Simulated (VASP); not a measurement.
A run of VASP 6.6.1 is set up as follows.

The input INCAR:

```
PREC = Accurate
ENCUT = 520
EDIFF = 1E-6
ISMEAR = -1
SIGMA = 0.05
LREAL = False
LASPH = True
NELM = 100
ALGO = Normal
ISIF = 2
LWAVE = False
LCHARG = False
GGA = PE
NBANDS = 22
```

The input KPOINTS:

```
regular mesh
0
Gamma
  19 19 11
```

File POSCAR:

```
Rh
1.0
    2.2659143721      0.0000000000      0.0000000000
   -1.1329571860      1.9623394090      0.0000000000
    0.0000000000      0.0000000000      3.6935962501
Rh
2
Direct
    0.3333333333      0.6666666667      0.2500000000
    0.6666666667      0.3333333333      0.7500000000
```

Potentials or basis: VASP PAW PBE potentials, release 64 (Rh_pv).

Command:

```console
$ cat potpaw_PBE.64/Rh_pv/POTCAR > POTCAR
$ mpirun -np 1 vasp_std > vasp.out
```

**Question.** What does it give for the pressure?

**Answer.** 525.8 GPa.

**Question.** Predict the band gap on the k mesh.

**Answer.** Zero (bands 15 and 16 overlap by 5.07 eV).

Stress tensor (GPa, compression positive):
```
525.69   0.00   0.00
  0.00 525.69   0.00
  0.00   0.00 525.99
```

Caveat: the cell stands under pressure.
